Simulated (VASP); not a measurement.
Write the native input for VASP 6.6.1 that does the following.

```yaml
Task: single point
Functional: LDA
Potentials_or_basis: VASP PAW LDA potentials, release 64 (Ga_d, N)
Cutoff: 520 eV
k_mesh: 11 × 11 × 11
Occupations: fermi-dirac, width 0.05 eV
Spin: no spin polarisation
Dipole_correction: no
Further_INCAR_settings: ALGO = Normal; EDIFF = 1e-06; NBANDS = 16
```

The structure of GaN lies in POSCAR:

```
GaN
1.0
    0.0000000000      2.1063769354      2.1063769354
    2.1063769354      0.0000000000      2.1063769354
    2.1063769354      2.1063769354      0.0000000000
Ga N
1 1
Direct
    0.0000000000      0.0000000000      0.0000000000
    0.5000000000      0.5000000000      0.5000000000
```

This cell differs from its parent crystal: volume scaled by 0.96.

The input as run:

INCAR

```
PREC = Accurate
ENCUT = 520
EDIFF = 1E-6
ISMEAR = -1
SIGMA = 0.05
LREAL = F
LASPH = T
NELM = 80
ALGO = Normal
ISIF = 2
LWAVE = F
LCHARG = F
NBANDS = 16
```

KPOINTS

```
Automatic mesh
0
Gamma
  11 11 11
```

Potentials or basis: VASP PAW LDA potentials, release 64 (Ga_d, N).

The run is started by

```bash
$ cat potpaw_LDA.64/Ga_d/POTCAR potpaw_LDA.64/N/POTCAR > POTCAR
$ mpirun -np 1 vasp_std > vasp.out
```

It gave:

- Pressure: -4.1 GPa
- Band gap on the k mesh: 0.62 eV, indirect (least direct gap 2.96 eV)

Wall time 27 s on 1 thread of AMD EPYC 7R43 64-Core Processor (Zen 3), on a shared host, peak memory 0.1 GiB.
